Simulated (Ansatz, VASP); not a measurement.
Two plane-wave programs on GaN

```
Ga N
1.0
     0.00000    2.13524    2.13524
     2.13524    0.00000    2.13524
     2.13524    2.13524    0.00000
Ga N
1 1
Direct
  0.00000 0.00000 0.00000
  0.50000 0.50000 0.50000
```

Alike in both runs: task single point; functional PBEsol; k mesh 1 × 1 × 1; occupations fermi-dirac, width 0.01 eV; no spin polarisation.

|  | VASP | Ansatz |
| --- | --- | --- |
| version | VASP 6.6.1 | Ansatz 0.2.0 |
| potentials or method | VASP PAW PBE potentials, release 64 (Ga_d, N) | plane waves, PAW |
| plane-wave cutoff (eV) | 600 | 420 |
| valence electrons in the cell | 18 | 18 |

```csv
,VASP,Ansatz,Ansatz less VASP
gap on the k mesh at the Fermi level (eV),1.63,1.62,-0.014
```

VASP's potentials were made for PBE, not for PBEsol.

The k mesh is coarse, so the values compare programs but aren't converged.
